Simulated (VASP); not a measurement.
Crystal: GdO.

```
Gd O
1.0
     0.00000    2.70000    2.70000
     2.70000    0.00000    2.70000
     2.70000    2.70000    0.00000
Gd O
1 1
Direct
  0.00000 0.00000 0.00000
  0.25000 0.25000 0.25000
```

Base run:

| Item | Value |
| --- | --- |
| Program | VASP 6.6.1 |
| Functional | LDA |
| Potentials or basis | VASP PAW PBE potentials, release 64 (Gd, O) |
| Cutoff | 520 eV |
| k mesh | 9 × 9 × 9 |
| Occupations | fermi-dirac, width 0.1 eV |
| Spin | collinear spin, ferromagnetic start |
| Starting moments | [9.1, 0.0] μB |
| Hubbard terms | Gd f U = 1.0 eV |

Its results: pressure -7.2 GPa; net moment 7.05 μB per cell; site moments Gd +6.75; O -0.05 μB.

**Question.** The run is repeated on the same cell with these changes: hubbard terms from Gd f U = 1.0 eV to Gd f U = 7.0 eV. What comes out?

**Answer.** Pressure -6.4 GPa; net moment 7.81 μB per cell; site moments Gd +7.08; O -0.01 μB.

Caveats: the PAW data sets were made with another functional, which shifts forces and pressure a little; a cell with one magnetic atom can't hold antiferromagnetic order, which such compounds often take.
